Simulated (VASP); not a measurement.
# Pt in VASP: a series of runs

Pt is run at these levels: PBEsol+D3(BJ); tasks: single point.

Everything below comes from runs of VASP 6.6.1. Logs are shortened: lines on timing, memory, paths and dates and some standing lists are left out, and cuts for length are marked.

### Step 1. The cell of the first run

It takes space group P6_3/mmc (No. 194, hexagonal). The conventional cell has a = 2.761 Å, b = 2.761 Å, c = 4.792 Å, α = 90.00°, β = 90.00°, γ = 120.00°. Pt (site symmetry -6m2) has 12 Pt at 2.76 to 2.88 Å within 3.6 Å.

### Step 2. Single point, PBEsol+D3(BJ)

INCAR

```
SYSTEM = Pt
PREC = Accurate ; ENCUT = 520
EDIFF = 1E-6 ; ISMEAR = 1
SIGMA = 0.15 ; LREAL = .False.
LASPH = .True. ; NELM = 100
ALGO = Normal ; ISIF = 2
LWAVE = .False. ; LCHARG = .False.
GGA = PS ; IVDW = 12
NBANDS = 17
```

KPOINTS

```
regular mesh
0
Gamma
  14 14 7
  0 0 0
```

POSCAR

```
Pt
1.0
    2.7606700000      0.0000000000      0.0000000000
   -1.3803300000      2.3908100000      0.0000000000
    0.0000000000      0.0000000000      4.7921300000
Pt
2
Direct
    0.6666666667      0.3333333333      0.7500000000
    0.3333333333      0.6666666667      0.2500000000
```

Potentials or basis: VASP PAW PBE potentials, release 64 (Pt).

Launch:

```sh
cat potpaw_PBE.64/Pt/POTCAR > POTCAR
mpirun -np 1 vasp_std > vasp.out
```

OUTCAR:

```text
SYSTEM = Pt
   PREC = Accurate
   ENCUT = 520
   EDIFF = 1E-6
   ISMEAR = 1
   LREAL = .False.
   LASPH = .True.
   NELM = 100
   ISIF = 2
   GGA = PS
   IVDW = 12
 IVDW          = 12

 ion  position               nearest neighbor table
   1  0.667  0.333  0.750-   2 2.88   2 2.88   2 2.88   2 2.88   2 2.88   2 2.88
   2  0.333  0.667  0.250-   1 2.88   1 2.88   1 2.88   1 2.88   1 2.88   1 2.88

  LATTYP: Found a hexagonal cell.
 ALAT       =     2.7606700000
 C/A-ratio  =     1.7358575998

  Lattice vectors:

 A1 = (   2.7606700000,   0.0000000000,   0.0000000000)
 A2 = (  -1.3803300000,   2.3908100000,   0.0000000000)
 A3 = (   0.0000000000,   0.0000000000,   4.7921300000)

Analysis of symmetry for initial positions (statically):
=====================================================================
 Subroutine PRICEL returns:
 Original cell was already a primitive cell.

 Routine SETGRP: Setting up the symmetry group for a
 hexagonal supercell.

 Subroutine GETGRP returns: Found 24 space group operations
 (whereof 12 operations were pure point group operations)
 out of a pool of 24 trial point group operations.

The static configuration has the point symmetry D_3d.
 The point group associated with its full space group is D_6h.

Analysis of symmetry for dynamics (positions and initial velocities):
=====================================================================
 Subroutine PRICEL returns:
 Original cell was already a primitive cell.

 Routine SETGRP: Setting up the symmetry group for a
 hexagonal supercell.

 Subroutine GETGRP returns: Found 24 space group operations
 (whereof 12 operations were pure point group operations)
 out of a pool of 24 trial point group operations.

The dynamic configuration has the point symmetry D_3d.
 The point group associated with its full space group is D_6h.

 Subroutine INISYM returns: Found 24 space group operations
 (whereof 12 operations are pure point group operations),
 and found     1 'primitive' translations

----------------------------------------------------------------------------------------

                                     Primitive cell

  volume of cell :      31.6292

  direct lattice vectors                    reciprocal lattice vectors
     2.760670000  0.000000000  0.000000000     0.362230908  0.209133385  0.000000000
    -1.380330000  2.390810000  0.000000000     0.000000000  0.418268286  0.000000000
     0.000000000  0.000000000  4.792130000     0.000000000  0.000000000  0.208675474

  length of vectors
     2.760670000  2.760667196  4.792130000     0.418267861  0.418268286  0.208675474

  position of ions in fractional coordinates (direct lattice)
     0.666666667  0.333333333  0.750000000
     0.333333333  0.666666667  0.250000000

  ion indices of the primitive-cell ions
   primitive index   ion index
                 1           1
                 2           2

----------------------------------------------------------------------------------------

 KPOINTS: regular mesh

Automatic generation of k-mesh.
 Grid dimensions read from file:
 generate k-points for:   14   14    7

 Generating k-lattice:

  Cartesian coordinates                     Fractional coordinates (reciprocal lattice)
     0.025873636  0.014938099  0.000000000     0.071428571  0.000000000  0.000000000
     0.000000000  0.029876306  0.000000000     0.000000000  0.071428571  0.000000000
     0.000000000  0.000000000  0.029810782     0.000000000  0.000000000  0.142857143

  Length of vectors
     0.029876276  0.029876306  0.029810782

  Shift w.r.t. Gamma in fractional coordinates (k-lattice)
     0.000000000  0.000000000  0.000000000

 Subroutine IBZKPT returns following result:
 ===========================================

 Found     96 irreducible k-points:

 Following reciprocal coordinates:
            Coordinates               Weight
  0.000000  0.000000  0.000000      1.000000
  0.071429 -0.000000  0.000000      6.000000
  0.142857 -0.000000  0.000000      6.000000
  0.214286 -0.000000  0.000000      6.000000
  0.285714 -0.000000  0.000000      6.000000
  0.357143 -0.000000  0.000000      6.000000
[... 16 lines left out ...]
  0.285714  0.285714  0.000000      6.000000
  0.357143  0.285714  0.000000      6.000000
 [... further k-points ...]
   k-points           NKPTS =     96   k-points in BZ     NKDIM =     96   number of bands    NBANDS=     17
   number of dos      NEDOS =    301   number of ions     NIONS =      2
   total plane-waves  NPLWV =  20736
   dimension x,y,z NGX =    24 NGY =   24 NGZ =   36
   dimension x,y,z NGXF=    48 NGYF=   48 NGZF=   72
   ions per type =               2
   NGX,Y,Z   is equivalent  to a cutoff of  14.45, 14.45, 12.49 a.u.
   NGXF,Y,Z  is equivalent  to a cutoff of  28.91, 28.91, 24.98 a.u.
 SYSTEM =  Pt
   PREC   = accura    normal or accurate (medium, high low for compatibility)
   ISTART =      0    job   : 0-new  1-cont  2-samecut
   ICHARG =      2    charge: 1-file 2-atom 10-const
   ISPIN  =      1    spin polarized calculation?
   LNONCOLLINEAR =      F non collinear calculations
   LSORBIT =      F    spin-orbit coupling
   LASPH  =      T    aspherical Exc in radial PAW
   ENCUT  =  520.0 eV  38.22 Ry    6.18 a.u.   5.13  5.13  8.91*2*pi/ulx,y,z
   NELM   =    100;   NELMIN=  2; NELMDL= -5     # of ELM steps
   EDIFF  = 0.1E-05   stopping-criterion for ELM
   LREAL  =      F    real-space projection
   EDIFFG = 0.1E-04   stopping-criterion for IOM
   NSW    =      0    number of steps for IOM
   IBRION =     -1    ionic relax: 0-MD 1-quasi-New 2-CG
   NFREE  =      0    steps in history (QN), initial steepest desc. (CG)
   ISIF   =      2    stress and relaxation
   ISYM   =      2    0-nonsym 1-usesym 2-fastsym
   POTIM  = 0.5000    time-step for ionic-motion
   TEBEG  =    0.0;   TEEND  =   0.0 temperature during run
   PSTRESS=    0.0 pullay stress
   NELECT =      20.0000    total number of electrons
   NUPDOWN=      -1.0000    fix difference up-down
   EMIN   =  10.00;   EMAX   =-10.00  energy-range for DOS
   EFERMI =   0.00;   METHOD = LEGACY
   ISMEAR =     1;   SIGMA  =   0.15  broadening in eV -4-tet -1-fermi 0-gaus
   EFERMI_NEDOS =   21; number of points for ismear=-14 and -15
   IALGO  =     38    algorithm
   IMIX   =      4    mixing-type and parameters
     AMIX     =   0.40;   BMIX     =  1.00
     AMIX_MAG =   1.60;   BMIX_MAG =  1.00
  volume/ion in A,a.u.               =      15.81       106.72
  Fermi-wavevector in a.u.,A,eV,Ry     =   1.405148  2.655345 26.863905  1.974441
  Thomas-Fermi vector in A             =   2.527638
   LORBIT       =      0    0 simple, 1 ext, 2 COOP (PROOUT), +10 PAW based schemes
   GGA     = PS    functional components
   LHFCALC =     F    Hartree Fock is set to
   AEXX    =    0.0000 exact exchange contribution
   IVDW    =    12    specifies the selected vdW correction
   LEPSILON=     F    determine dielectric tensor
   LRPA    =     F    only Hartree local field effects (RPA)
 non-spin polarized calculation
 Methfessel and Paxton  Order N= 1 SIGMA  =   0.15
  energy-cutoff  :      520.00
  volume of cell :       31.63
 maximum number of plane-waves:       863
 NGX is ok and might be reduce to    24
   NGX = 11   NGY = 11   NGZ = 17

 number of electron      20.0000017 magnetization

 Free energy of the ion-electron system (eV)
  ---------------------------------------------------
  ext. energy  EPLUGINS =         0.00000000
  ---------------------------------------------------
  free energy    TOTEN  =       -13.75392798 eV

  energy without entropy =      -13.75307209  energy(sigma->0) =      -13.75364268

 E-fermi :  10.1599     XC(G=0): -13.3440

 val. band max:       10.1573550763   @ k =   0.4286   0.1429   0.0000
 cond. band min:      10.1611496189   @ k =   0.4286   0.0714   0.2857
 fundamental gap:      0.0037945427
 Fermi energy:        10.1599413943

 k-point     1 :       0.0000    0.0000    0.0000
  band No.  band energies     occupation
      1       0.4303      2.00000
      2       3.0952      2.00000
      3       6.2330      2.00000
      4       6.7576      2.00000
      5       6.7576      2.00000
      6       7.1222      2.00000
[... 9 lines left out ...]
     16      27.4501      0.00000
     17      31.1845      0.00000

 k-point     2 :       0.0714   -0.0000    0.0000
  band No.  band energies     occupation
      1       0.6151      2.00000
      2       3.2657      2.00000
      3       6.2171      2.00000
      4       6.7473      2.00000
      5       6.8990      2.00000
      6       7.0327      2.00000
[... 9 lines left out ...]
     16      27.6743      0.00000
     17      30.1556      0.00000

 k-point     3 :       0.1429   -0.0000    0.0000
  band No.  band energies     occupation
      1       1.1467      2.00000
      2       3.7233      2.00000
      3       6.0671      2.00000
      4       6.6951      2.00000
      5       7.0178      2.00000
      6       7.1802      2.00000
[... 9 lines left out ...]
     16      27.6636      0.00000
     17      28.6576      0.00000

 k-point     4 :       0.2143   -0.0000    0.0000
  band No.  band energies     occupation
      1       1.9434      2.00000
      2       4.2238      2.00000
      3       5.9608      2.00000
      4       6.2535      2.00000
      5       6.4274      2.00000
      6       7.4928      2.00000
[... 9 lines left out ...]
     16      26.8839      0.00000
     17      28.3996      0.00000
[... 343 lines left out ...]
      1       4.7440      2.00000
      2       4.8343      2.00000
      3       4.8826      2.00000
      4       6.3877      2.00000
      5       6.5557      2.00000
      6       6.8153      2.00000
[... 9 lines left out ...]
     16      22.1367      0.00000
     17      24.2865      0.00000

 k-point    23 :       0.2857    0.2857    0.0000
  band No.  band energies     occupation
      1       4.8107      2.00000
      2       5.0891      2.00000
      3       5.4375      2.00000
      4       5.8169      2.00000
      5       6.4359      2.00000
      6       6.8315      2.00000
[... 9 lines left out ...]
     16      23.1729      0.00000
     17      24.3261      0.00000

 k-point    24 :       0.3571    0.2857    0.0000
  band No.  band energies     occupation
      1       4.7979      2.00000
      2       5.2946      2.00000
      3       5.3469      2.00000
      4       6.0201      2.00000
      5       6.5131      2.00000
      6       6.6250      2.00000
[... 9 lines left out ...]
     16      22.0088      0.00000
     17      23.4930      0.00000

 [... further k-points ...]

------------------------ aborting loop because EDIFF is reached ----------------------------------------

 Edisp (eV)   -1.42731

 E8    (eV) :    -0.9760

  FORCE on cell =-STRESS in cart. coord.  units (eV):
  Direction    XX          YY          ZZ          XY          YZ          ZX
  --------------------------------------------------------------------------------------
  -------------------------------------------------------------------------------------
  Total      -3.69454    -3.69454    -3.74031    -0.00001     0.00000    -0.00000
  in kB    -187.14721  -187.14715  -189.46520    -0.00039     0.00000    -0.00000
  external pressure =     -187.92 kB  Pullay stress =        0.00 kB

 VOLUME and BASIS-vectors are now :
 -----------------------------------------------------------------------------
  energy-cutoff  :      520.00
  volume of cell :       31.63
      direct lattice vectors                 reciprocal lattice vectors
     2.760670000  0.000000000  0.000000000     0.362230908  0.209133385  0.000000000
    -1.380330000  2.390810000  0.000000000     0.000000000  0.418268286  0.000000000
     0.000000000  0.000000000  4.792130000     0.000000000  0.000000000  0.208675474

 POSITION                                       TOTAL-FORCE (eV/Angst)
 -----------------------------------------------------------------------------------
      1.38034      0.79694      3.59410         0.000000      0.000000      0.000000
      0.00000      1.59387      1.19803        -0.000000     -0.000000      0.000000
 -----------------------------------------------------------------------------------
    total drift:                                0.000000     -0.000000      0.000000

  FREE ENERGIE OF THE ION-ELECTRON SYSTEM (eV)
  ---------------------------------------------------
  free  energy   TOTEN  =       -15.1812366823 eV

  energy  without entropy=      -15.1803807866  energy(sigma->0) =      -15.18095138
```

Wall time 35 s (1 thread of Intel Xeon Platinum 8375C at 2.90GHz (Ice Lake), shared host); peak memory 0.19 GiB.

Results:

```yaml
Free_energy: -15.1812 eV
Pressure: -18.8 GPa
Band_gap_on_the_k_mesh: zero (band 10 reaches 10.67 eV, above the bottom of band 11 at 9.45 eV)
Dispersion_energy_per_atom: -0.714 eV
```

Levels at points of the mesh, in eV from the Fermi level:
| k point | band 6 | band 7 | band 8 | band 9 | band 10 | band 11 | band 12 | band 13 | band 14 | band 15 |
| --- | --- | --- | --- | --- | --- | --- | --- | --- | --- | --- |
| (0.00, 0.00, 0.00) | -3.04 | -3.04 | -1.77 | -1.77 | -0.76 | -0.20 | -0.20 | 4.65 | 15.12 | 15.68 |
| (0.50, 0.00, 0.00) | -2.92 | -2.60 | 0.03 | 0.31 | 0.51 | 2.25 | 3.72 | 7.22 | 8.79 | 9.46 |

Caveat: three body term missing; the PAW data sets were made with another functional, which shifts forces and pressure a little; spin-orbit coupling is left out, which moves the levels of the heavy elements; pairwise dispersion overbinds metals, which lowers pressure and volume.

### Step 3. Single point, PBEsol+D3(BJ)

INCAR

```
PREC = Accurate ; ENCUT = 520
EDIFF = 1E-7 ; ISMEAR = 1
SIGMA = 0.15 ; LREAL = F
LASPH = T ; NELM = 60
ALGO = Normal ; ISIF = 2
LWAVE = F ; LCHARG = T
GGA = PS ; IVDW = 12
LELF = T ; LVHAR = T
NBANDS = 17
```

KPOINTS

```
regular mesh
0
Gamma
  14 14 7
```

POSCAR

```
Pt
1.0
    2.7606700000      0.0414100500      0.0000000000
   -1.3444678500      2.3701050500      0.0000000000
    0.0000000000      0.0000000000      4.7921300000
Pt
2
Direct
    0.6666666667      0.3333333333      0.7500000000
    0.3333333333      0.6666666667      0.2500000000
```

Potentials or basis: VASP PAW PBE potentials, release 64 (Pt).

Launch:

```sh
cat potpaw_PBE.64/Pt/POTCAR > POTCAR
mpirun -np 1 vasp_std > vasp.out
```

Wall time 90 s (1 thread of Intel Xeon Platinum 8375C at 2.90GHz (Ice Lake), shared host); peak memory 0.3 GiB.

The run converged. Its results:

* Free energy: -15.1725 eV
* Pressure: -18.6 GPa
* Largest force: 0.008 eV/Å
* Band gap on the k mesh: zero (band 10 reaches 10.73 eV, above the bottom of band 11 at 9.41 eV)
* Dispersion energy per atom: -0.714 eV

Forces on the atoms (eV/Å):
```
Pt   0.008 -0.003  0.000
Pt  -0.008  0.003  0.000
```

Stress tensor (GPa, compression positive):
```
-18.50  -3.23   0.00
 -3.23 -18.07   0.00
  0.00   0.00 -19.08
```

Levels at points of the mesh, in eV from the Fermi level:
```csv
k point,band 7,band 8,band 9,band 10,band 11,band 12,band 13,band 14
"(0.00, 0.00, 0.00)",-2.78,-1.82,-1.72,-0.76,-0.24,-0.14,4.65,15.11
"(0.50, 0.00, 0.00)",-2.67,0.09,0.26,0.46,2.16,3.57,7.01,8.64
"(0.00, 0.50, 0.00)",-2.60,0.03,0.29,0.49,2.27,3.75,7.24,8.80
"(0.50, 0.50, 0.00)",-2.53,-0.03,0.37,0.57,2.36,3.90,7.46,8.96
```

Caveat: three body term missing; the PAW data sets were made with another functional, which shifts forces and pressure a little; spin-orbit coupling is left out, which moves the levels of the heavy elements; pairwise dispersion overbinds metals, which lowers pressure and volume.
